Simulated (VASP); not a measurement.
# Lu (Pm-3m) in VASP: a series of runs

Lu is run at these levels: PBE; tasks: single point.

Program: VASP 6.6.1. These are calculated values, not measurements. Logs are shortened: lines on timing, memory, paths and dates and some standing lists are left out, and cuts for length are marked.

**1. The cell of the first run**

The structure is cubic, space group Pm-3m (No. 221). The conventional cell has a = 3.164 Å, b = 3.164 Å, c = 3.164 Å, α = 90.00°, β = 90.00°, γ = 90.00°. Lu (site symmetry m-3m) has 6 Lu at 3.16 Å within 4.2 Å.

This isn't the form of Lu at room conditions, which is hcp.

**2. Single point, PBE (31.67 Å³/atom)**

Contents of INCAR:

```
PREC = Accurate
ENCUT = 520
EDIFF = 1E-6
ISMEAR = -1
SIGMA = 0.1
LREAL = False
LASPH = True
NELM = 80
ALGO = Normal
ISIF = 2
LWAVE = False
LCHARG = True
GGA = PE
LELF = True
LVHAR = True
NBANDS = 18
```

Contents of KPOINTS:

```
Automatic mesh
0
Gamma
  11 11 11
```

Contents of POSCAR:

```
Lu
1.0
    3.1638979853      0.0000000000      0.0000000000
    0.0000000000      3.1638979853      0.0000000000
    0.0000000000      0.0000000000      3.1638979853
Lu
1
Direct
    0.0000000000      0.0000000000      0.0000000000
```

Potentials or basis: VASP PAW PBE potentials, release 64 (Lu).

Command:

```sh
> cat potpaw_PBE.64/Lu/POTCAR > POTCAR
> mpirun -np 1 vasp_std > vasp.out
```

OUTCAR:

```text
PREC = Accurate
   ENCUT = 520
   EDIFF = 1E-6
   ISMEAR = -1
   LREAL = False
   LASPH = True
   NELM = 80
   ISIF = 2
   GGA = PE

 ion  position               nearest neighbor table
   1  0.000  0.000  0.000-

  LATTYP: Found a simple cubic cell.
 ALAT       =     3.1638979853

  Lattice vectors:

 A1 = (   3.1638979853,   0.0000000000,   0.0000000000)
 A2 = (   0.0000000000,   3.1638979853,   0.0000000000)
 A3 = (   0.0000000000,   0.0000000000,   3.1638979853)

Analysis of symmetry for initial positions (statically):
=====================================================================
 Subroutine PRICEL returns:
 Original cell was already a primitive cell.

 Routine SETGRP: Setting up the symmetry group for a
 simple cubic supercell.

 Subroutine GETGRP returns: Found 48 space group operations
 (whereof 48 operations were pure point group operations)
 out of a pool of 48 trial point group operations.

The static configuration has the point symmetry O_h .

Analysis of symmetry for dynamics (positions and initial velocities):
=====================================================================
 Subroutine PRICEL returns:
 Original cell was already a primitive cell.

 Routine SETGRP: Setting up the symmetry group for a
 simple cubic supercell.

 Subroutine GETGRP returns: Found 48 space group operations
 (whereof 48 operations were pure point group operations)
 out of a pool of 48 trial point group operations.

The dynamic configuration has the point symmetry O_h .

 Subroutine INISYM returns: Found 48 space group operations
 (whereof 48 operations are pure point group operations),
 and found     1 'primitive' translations

----------------------------------------------------------------------------------------

                                     Primitive cell

  volume of cell :      31.6714

  direct lattice vectors                    reciprocal lattice vectors
     3.163897985  0.000000000  0.000000000     0.316065816  0.000000000  0.000000000
     0.000000000  3.163897985  0.000000000     0.000000000  0.316065816  0.000000000
     0.000000000  0.000000000  3.163897985     0.000000000  0.000000000  0.316065816

  length of vectors
     3.163897985  3.163897985  3.163897985     0.316065816  0.316065816  0.316065816

  position of ions in fractional coordinates (direct lattice)
     0.000000000  0.000000000  0.000000000

  ion indices of the primitive-cell ions
   primitive index   ion index
                 1           1

----------------------------------------------------------------------------------------

 KPOINTS: Automatic mesh

Automatic generation of k-mesh.
 Grid dimensions read from file:
 generate k-points for:   11   11   11

 Generating k-lattice:

  Cartesian coordinates                     Fractional coordinates (reciprocal lattice)
     0.028733256  0.000000000  0.000000000     0.090909091  0.000000000  0.000000000
     0.000000000  0.028733256  0.000000000     0.000000000  0.090909091  0.000000000
     0.000000000  0.000000000  0.028733256     0.000000000  0.000000000  0.090909091

  Length of vectors
     0.028733256  0.028733256  0.028733256

  Shift w.r.t. Gamma in fractional coordinates (k-lattice)
     0.000000000  0.000000000  0.000000000

 Subroutine IBZKPT returns following result:
 ===========================================

 Found     56 irreducible k-points:

 Following reciprocal coordinates:
            Coordinates               Weight
  0.000000  0.000000  0.000000      1.000000
  0.090909  0.000000  0.000000      6.000000
  0.181818  0.000000  0.000000      6.000000
  0.272727  0.000000  0.000000      6.000000
  0.363636  0.000000  0.000000      6.000000
  0.454545  0.000000  0.000000      6.000000
[... 16 lines left out ...]
  0.181818  0.090909  0.090909     24.000000
  0.272727  0.090909  0.090909     24.000000
 [... further k-points ...]
   k-points           NKPTS =     56   k-points in BZ     NKDIM =     56   number of bands    NBANDS=     18
   number of dos      NEDOS =    301   number of ions     NIONS =      1
   total plane-waves  NPLWV =  13824
   dimension x,y,z NGX =    24 NGY =   24 NGZ =   24
   dimension x,y,z NGXF=    48 NGYF=   48 NGZF=   48
   ions per type =               1
   NGX,Y,Z   is equivalent  to a cutoff of  12.61, 12.61, 12.61 a.u.
   NGXF,Y,Z  is equivalent  to a cutoff of  25.22, 25.22, 25.22 a.u.
 SYSTEM =  unknown system
   PREC   = accura    normal or accurate (medium, high low for compatibility)
   ISTART =      0    job   : 0-new  1-cont  2-samecut
   ICHARG =      2    charge: 1-file 2-atom 10-const
   ISPIN  =      1    spin polarized calculation?
   LNONCOLLINEAR =      F non collinear calculations
   LSORBIT =      F    spin-orbit coupling
   LASPH  =      T    aspherical Exc in radial PAW
   ENCUT  =  520.0 eV  38.22 Ry    6.18 a.u.   5.88  5.88  5.88*2*pi/ulx,y,z
   NELM   =     80;   NELMIN=  2; NELMDL= -5     # of ELM steps
   EDIFF  = 0.1E-05   stopping-criterion for ELM
   LREAL  =      F    real-space projection
   EDIFFG = 0.1E-04   stopping-criterion for IOM
   NSW    =      0    number of steps for IOM
   IBRION =     -1    ionic relax: 0-MD 1-quasi-New 2-CG
   NFREE  =      0    steps in history (QN), initial steepest desc. (CG)
   ISIF   =      2    stress and relaxation
   ISYM   =      2    0-nonsym 1-usesym 2-fastsym
   POTIM  = 0.5000    time-step for ionic-motion
   TEBEG  =    0.0;   TEEND  =   0.0 temperature during run
   PSTRESS=    0.0 pullay stress
   NELECT =      25.0000    total number of electrons
   NUPDOWN=      -1.0000    fix difference up-down
   EMIN   =  10.00;   EMAX   =-10.00  energy-range for DOS
   EFERMI =   0.00;   METHOD = LEGACY
   ISMEAR =    -1;   SIGMA  =   0.10  broadening in eV -4-tet -1-fermi 0-gaus
   EFERMI_NEDOS =   21; number of points for ismear=-14 and -15
   IALGO  =     38    algorithm
   IMIX   =      4    mixing-type and parameters
     AMIX     =   0.40;   BMIX     =  1.00
     AMIX_MAG =   1.60;   BMIX_MAG =  1.00
  volume/ion in A,a.u.               =      31.67       213.73
  Fermi-wavevector in a.u.,A,eV,Ry     =   1.512977  2.859112 31.145093  2.289100
  Thomas-Fermi vector in A             =   2.622830
   LORBIT       =      0    0 simple, 1 ext, 2 COOP (PROOUT), +10 PAW based schemes
   GGA     = PE    functional components
   LHFCALC =     F    Hartree Fock is set to
   AEXX    =    0.0000 exact exchange contribution
   IVDW    =     0    specifies the selected vdW correction
   LEPSILON=     F    determine dielectric tensor
   LRPA    =     F    only Hartree local field effects (RPA)
 non-spin polarized calculation
  energy-cutoff  :      520.00
  volume of cell :       31.67
 maximum number of plane-waves:       874
 NGX is ok and might be reduce to    24
   NGX = 11   NGY = 11   NGZ = 11

 number of electron      24.9999982 magnetization

 Free energy of the ion-electron system (eV)
  ---------------------------------------------------
  ext. energy  EPLUGINS =         0.00000000
  ---------------------------------------------------
  free energy    TOTEN  =        -3.69441495 eV

  energy without entropy =       -3.63288717  energy(sigma->0) =       -3.66365106

 E-fermi :   1.8639     XC(G=0): -10.2189

 val. band max:        1.8368471906   @ k =   0.4545   0.4545   0.3636
 cond. band min:       1.8653408752   @ k =   0.2727   0.0000   0.0000
 fundamental gap:      0.0284936846
 Fermi energy:         1.8639095813

 k-point     1 :       0.0000    0.0000    0.0000
  band No.  band energies     occupation
      1     -54.7684      2.00000
      2     -25.1543      2.00000
      3     -25.1543      2.00000
      4     -25.1543      2.00000
      5      -3.8586      2.00000
      6      -3.4942      2.00000
[... 10 lines left out ...]
     17       8.1028      0.00000
     18      12.6807      0.00000

 k-point     2 :       0.0909    0.0000    0.0000
  band No.  band energies     occupation
      1     -54.7659      2.00000
      2     -25.2040      2.00000
      3     -25.1502      2.00000
      4     -25.1502      2.00000
      5      -3.6845      2.00000
      6      -3.4974      2.00000
[... 10 lines left out ...]
     17       8.1267      0.00000
     18      11.7678      0.00000

 k-point     3 :       0.1818    0.0000    0.0000
  band No.  band energies     occupation
      1     -54.7593      2.00000
      2     -25.3350      2.00000
      3     -25.1391      2.00000
      4     -25.1391      2.00000
      5      -3.5058      2.00000
      6      -3.4963      2.00000
[... 10 lines left out ...]
     17       8.1916      0.00000
     18      10.3757      0.00000

 k-point     4 :       0.2727    0.0000    0.0000
  band No.  band energies     occupation
      1     -54.7506      2.00000
      2     -25.5021      2.00000
      3     -25.1245      2.00000
      4     -25.1245      2.00000
      5      -3.5211      2.00000
      6      -3.5164      2.00000
[... 10 lines left out ...]
     17       8.2785      0.00000
     18       9.5072      0.00000

 k-point     5 :       0.3636    0.0000    0.0000
  band No.  band energies     occupation
      1     -54.7425      2.00000
      2     -25.6514      2.00000
      3     -25.1110      2.00000
      4     -25.1110      2.00000
      5      -3.5424      2.00000
      6      -3.5258      2.00000
[... 10 lines left out ...]
     17       8.3604      0.00000
     18       9.5553      0.00000

 k-point     6 :       0.4545    0.0000    0.0000
  band No.  band energies     occupation
      1     -54.7378      2.00000
      2     -25.7383      2.00000
      3     -25.1030      2.00000
      4     -25.1030      2.00000
      5      -3.5542      2.00000
      6      -3.5313      2.00000
[... 307 lines left out ...]
 k-point    21 :       0.4545    0.4545    0.0000
  band No.  band energies     occupation
      1     -54.7078      2.00000
      2     -25.6629      2.00000
      3     -25.6617      2.00000
      4     -25.0540      2.00000
      5      -3.5403      2.00000
      6      -3.5401      2.00000
[... 10 lines left out ...]
     17       5.8708      0.00000
     18       9.9685      0.00000

 k-point    22 :       0.0909    0.0909    0.0909
  band No.  band energies     occupation
      1     -54.7610      2.00000
      2     -25.2004      2.00000
      3     -25.1928      2.00000
      4     -25.1928      2.00000
      5      -3.4935      2.00000
      6      -3.4935      2.00000
[... 10 lines left out ...]
     17       7.4657      0.00000
     18      12.3005      0.00000

 k-point    23 :       0.1818    0.0909    0.0909
  band No.  band energies     occupation
      1     -54.7543      2.00000
      2     -25.3257      2.00000
      3     -25.1860      2.00000
      4     -25.1814      2.00000
      5      -3.5009      2.00000
      6      -3.4922      2.00000
[... 10 lines left out ...]
     17       7.5048      0.00000
     18      11.2702      0.00000

 k-point    24 :       0.2727    0.0909    0.0909
  band No.  band energies     occupation
      1     -54.7457      2.00000
      2     -25.4915      2.00000
      3     -25.1708      2.00000
      4     -25.1663      2.00000
      5      -3.5172      2.00000
      6      -3.5110      2.00000
[... 10 lines left out ...]
     17       7.6159      0.00000
     18      10.2614      0.00000

 [... further k-points ...]

------------------------ aborting loop because EDIFF is reached ----------------------------------------

  FORCE on cell =-STRESS in cart. coord.  units (eV):
  Direction    XX          YY          ZZ          XY          YZ          ZX
  --------------------------------------------------------------------------------------
  -------------------------------------------------------------------------------------
  Total        0.2690613      0.2690613      0.2690613     -0.0000000     -0.0000000      0.0000000
  in kB       13.6111346     13.6111346     13.6111346     -0.0000000     -0.0000000      0.0000000
  external PRESSURE =      13.6111346 kB  Pullay stress =       0.0000000 kB

 VOLUME and BASIS-vectors are now :
 -----------------------------------------------------------------------------
  energy-cutoff  :      520.00
  volume of cell :       31.67
      direct lattice vectors                 reciprocal lattice vectors
     3.163897985  0.000000000  0.000000000     0.316065816  0.000000000  0.000000000
     0.000000000  3.163897985  0.000000000     0.000000000  0.316065816  0.000000000
     0.000000000  0.000000000  3.163897985     0.000000000  0.000000000  0.316065816

 POSITION                                       TOTAL-FORCE (eV/Angst)
 -----------------------------------------------------------------------------------
      0.00000      0.00000      0.00000         0.000000      0.000000      0.000000
 -----------------------------------------------------------------------------------
    total drift:                                0.000000      0.000000      0.000000

  FREE ENERGIE OF THE ION-ELECTRON SYSTEM (eV)
  ---------------------------------------------------
  free  energy   TOTEN  =        -3.6944149486 eV

  energy  without entropy=       -3.6328871709  energy(sigma->0) =       -3.66365106
```

Run time: 18 s. Hardware: 1 thread of Intel Xeon Platinum 8259CL at 2.50GHz (Skylake/Cascade Lake), shared host; peak memory 0.14 GiB.

What came out:

```
Free energy            : -3.6944 eV
Pressure               : 1.4 GPa
Band gap on the k mesh : zero (an odd number of electrons rules out a gap without spin polarisation)
```

Levels at points of the mesh, in eV from the Fermi level:
```csv
k point,band 9,band 10,band 11,band 12,band 13,band 14,band 15,band 16
"(0.00, 0.00, 0.00)",-5.33,-5.33,-5.33,-5.29,-0.43,-0.43,6.24,6.24
```

Caveat: spin-orbit coupling is left out, which moves the levels of the heavy elements.

(Part 1 of 2 ends here.)

The gap in the log of VASP goes by the Fermi energy; the results here count the filled bands.